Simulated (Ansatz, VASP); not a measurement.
BaMo3 in VASP and in Ansatz

File INCAR:

```
  PREC = Accurate
  ENCUT = 520
  EDIFF = 1E-6
  ISMEAR = 0
  SIGMA = 0.1
  LREAL = F
  LASPH = T
  NELM = 100
  ALGO = Fast
  ISIF = 2
  LWAVE = F
  LCHARG = F
  GGA = PE
  NBANDS = 62
```

The input KPOINTS:

```
regular mesh
0
Gamma
  3 3 4
```

Contents of POSCAR:

```
BaMo3
1.0
    6.2045148634      0.0000000000      0.0000000000
   -3.1022574317      5.3732674899      0.0000000000
    0.0000000000      0.0000000000      4.9800804869
Ba Mo
2 6
Direct
    0.3333333333      0.6666666667      0.2500000000
    0.6666666667      0.3333333333      0.7500000000
    0.8330000000      0.6660000000      0.2500000000
    0.1670000000      0.8330000000      0.7500000000
    0.3340000000      0.1670000000      0.2500000000
    0.1670000000      0.3340000000      0.7500000000
    0.8330000000      0.1670000000      0.2500000000
    0.6660000000      0.8330000000      0.7500000000
```

Input for Ansatz:

```yaml
crystal:
  lattice:
    - [6.2045148634, 0.0, 0.0]
    - [-3.1022574317, 5.3732674899, 0.0]
    - [0.0, 0.0, 4.9800804869]
  atoms:
    - { symbol: Ba, position: [0.3333333333, 0.6666666667, 0.25] }
    - { symbol: Ba, position: [0.6666666667, 0.3333333333, 0.75] }
    - { symbol: Mo, position: [0.833, 0.666, 0.25] }
    - { symbol: Mo, position: [0.167, 0.833, 0.75] }
    - { symbol: Mo, position: [0.334, 0.167, 0.25] }
    - { symbol: Mo, position: [0.167, 0.334, 0.75] }
    - { symbol: Mo, position: [0.833, 0.167, 0.25] }
    - { symbol: Mo, position: [0.666, 0.833, 0.75] }
basis:
  ecutwfc: 420
kpoints:
  mp_grid: { grid: [3, 3, 4] }
hamiltonian:
  xc: pbe
scf:
  occupations: { method: gaussian, width: 0.1 }
  lower_state_search: "off"
output:
  forces: true
  stress: true
  eigenvalues: true
```

Alike in both runs: task single point; functional PBE; k mesh 3 × 3 × 4; occupations gaussian, width 0.1 eV; no spin polarisation.

```csv
,VASP,Ansatz
version,VASP 6.6.1,Ansatz 0.2.0
potentials or method,"VASP PAW PBE potentials, release 64 (Ba_sv, Mo_sv), cutoff 520 eV","scalar-relativistic, plane waves, PAW"
valence electrons in the cell,104,104
```

Ansatz gave:

```
gap on the k mesh at the Fermi level (eV)                     : none
pressure (GPa)                                                : -6.5
traceless stress, the component that is largest in VASP (GPa) : -0.62
rms of the force components (eV/Å)                            : 0.684
```

Question: What did VASP give for the same quantities?

Answer: gap on the k mesh at the Fermi level (eV): none; pressure (GPa): -4.3; traceless stress, the component that is largest in VASP (GPa): -0.40; rms of the force components (eV/Å): 0.760.

Atom by atom the forces differ by 0.076 eV/Å (rms over components). A gap of «none» marks a metal or a gap that the smearing closes.

The k mesh is coarse, so the values compare programs but aren't converged. Spin-orbit coupling is off throughout.
